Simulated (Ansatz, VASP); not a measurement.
**One calculation of WS2, two programs**

```
S W
1.0
     3.14613    0.00000    0.00000
    -1.57307    2.72463    0.00000
     0.00000    0.00000   37.17273
S W
8 4
Direct
  0.66667 0.33333 0.20176
  0.66667 0.33333 0.28610
  0.33333 0.66667 0.37247
  0.33333 0.66667 0.45681
  0.66667 0.33333 0.54319
  0.66667 0.33333 0.62753
  0.33333 0.66667 0.71390
  0.33333 0.66667 0.79824
  0.33333 0.66667 0.24393
  0.66667 0.33333 0.41464
  0.33333 0.66667 0.58536
  0.66667 0.33333 0.75607
```

Alike in both runs: task single point; functional PBEsol; k mesh 9 × 9 × 1; occupations gaussian, width 0.05 eV; no spin polarisation.

|  | VASP | Ansatz |
| --- | --- | --- |
| version | VASP 6.6.1 | Ansatz 0.2.0 |
| potentials or method | VASP PAW PBE potentials, release 64 (S, W_sv), cutoff 520 eV | scalar-relativistic, plane waves, PAW |
| valence electrons in the cell | 104 | 104 |

|  | VASP | Ansatz | Ansatz less VASP |
| --- | --- | --- | --- |
| gap on the k mesh at the Fermi level (eV) | 1.35 | 1.34 | -0.014 |
| least direct gap on the mesh (eV) | 1.88 | 1.88 | -0.004 |
| rms of the force components (eV/Å) | 0.010 | 0.006 | -0.0039 |

VASP's potentials were made for PBE, not for PBEsol.

Spin-orbit coupling is off throughout.
